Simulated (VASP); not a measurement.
A run of VASP 6.6.1:

Contents of POSCAR:

```
Rh
1.0
    2.6940693538      0.0000000000      0.0000000000
   -1.3470351702      2.3331323113      0.0000000000
    0.0000000000      0.0000000000      4.3686372171
Rh
2
Direct
    0.6666666667      0.3333333333      0.7500000000
    0.3333333333      0.6666666667      0.2500000000
```

The input INCAR.step1:

```
SYSTEM = Rh
PREC = Accurate
ENCUT = 520
ISMEAR = -1
SIGMA = 0.1
LREAL = .False.
LASPH = .True.
NELM = 60
NBANDS = 22
GGA = PE
ALGO = Normal
EDIFF = 1E-4
LWAVE = .True.
LCHARG = .False.
```

Contents of INCAR.step2:

```
SYSTEM = Rh
PREC = Accurate
ENCUT = 520
EDIFF = 1E-7
ISMEAR = -1
SIGMA = 0.1
LREAL = .False.
LASPH = .True.
NELM = 60
ALGO = Normal
ISIF = 2
LWAVE = .False.
LCHARG = .True.
METAGGA = R2SCAN
LMIXTAU = .True.
LELF = .True.
LVHAR = .True.
NBANDS = 22
ISTART = 1
```

Contents of KPOINTS:

```
Automatic mesh
0
Gamma
  12 12 7
  0 0 0
```

Potentials or basis: VASP PAW PBE potentials, release 64 (Rh_pv).

Command:

```console
$ cat potpaw_PBE.64/Rh_pv/POTCAR > POTCAR
$ cp INCAR.step1 INCAR
$ mpirun -np 1 vasp_std > vasp.out
$ cp INCAR.step2 INCAR
$ mpirun -np 1 vasp_std > vasp.out
```

Hardware: 1 thread of Intel Xeon 8259CL, with other jobs on the host.

Problem. How long does it take, and how much memory?

Solution. Run time: 3.5 min on 1 thread of Intel Xeon 8259CL, with other jobs on the host, peak memory 0.17 GiB. Counts: k points 76.
